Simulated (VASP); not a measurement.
# CsH (Fm-3m) in VASP: notebook, part 4 of 4

VASP 6.6.1.

### 7 Density of states, LDA

This run uses another cell than the first one, of 28.40 Å³/atom, 1.345 times its volume.

POSCAR

```
CsH
1.0
    0.0000000000      3.0511182310      3.0511182310
    3.0511182310      0.0000000000      3.0511182310
    3.0511182310      3.0511182310      0.0000000000
Cs H
1 1
Direct
    0.0000000000      0.0000000000      0.0000000000
    0.5000000000      0.5000000000      0.5000000000
```

INCAR.step1

```
PREC = Accurate
ENCUT = 520
EDIFF = 1E-6
ISMEAR = 0
SIGMA = 0.02
LREAL = F
LASPH = T
NELM = 100
ALGO = Normal
ISIF = 2
LWAVE = F
LCHARG = T
NBANDS = 12
```

KPOINTS.step1

```
Automatic mesh
0
Gamma
  8 8 8
```

INCAR.step2

```
PREC = Accurate
ENCUT = 520
EDIFF = 1E-6
ISMEAR = -5
SIGMA = 0.02
LREAL = F
LASPH = T
NELM = 100
ALGO = Normal
ISIF = 2
LWAVE = F
LCHARG = F
LORBIT = 11
NEDOS = 2001
ICHARG = 11
```

KPOINTS.step2

```
Automatic mesh
0
Gamma
  12 12 12
```

Started as:

```console
$ cat potpaw_LDA.64/Cs_sv/POTCAR potpaw_LDA.64/H/POTCAR > POTCAR
$ cp INCAR.step1 INCAR
$ cp KPOINTS.step1 KPOINTS
$ mpirun -np 1 vasp_std > vasp.out
$ cp INCAR.step2 INCAR
$ cp KPOINTS.step2 KPOINTS
$ mpirun -np 1 vasp_std > vasp.out
```

Wall time 27 s (1 thread of AMD EPYC 7R13 (Zen 3), shared host); peak memory 0.14 GiB.

The run converged. Its results:

```yaml
Valence_electrons_inside_the_program's_atomic_spheres: Cs 6.55; H 0.48
```

Levels at points of the mesh, in eV from the valence-band top:
| k point | band 2 | band 3 | band 4 | band 5 | band 6 | band 7 | band 8 | band 9 |
| --- | --- | --- | --- | --- | --- | --- | --- | --- |
| (0.00, 0.00, 0.00) | -7.85 | -7.85 | -7.85 | -2.18 | 4.93 | 4.93 | 4.93 | 6.11 |
| (0.50, 0.00, 0.00) | -9.10 | -7.99 | -7.99 | 0.00 | 1.73 | 4.45 | 4.45 | 7.39 |
| (0.50, 0.50, 0.00) | -8.91 | -8.25 | -8.25 | -1.65 | 2.53 | 5.83 | 8.50 | 8.61 |

Caveat: spin-orbit coupling is left out, which moves the levels of the heavy elements.
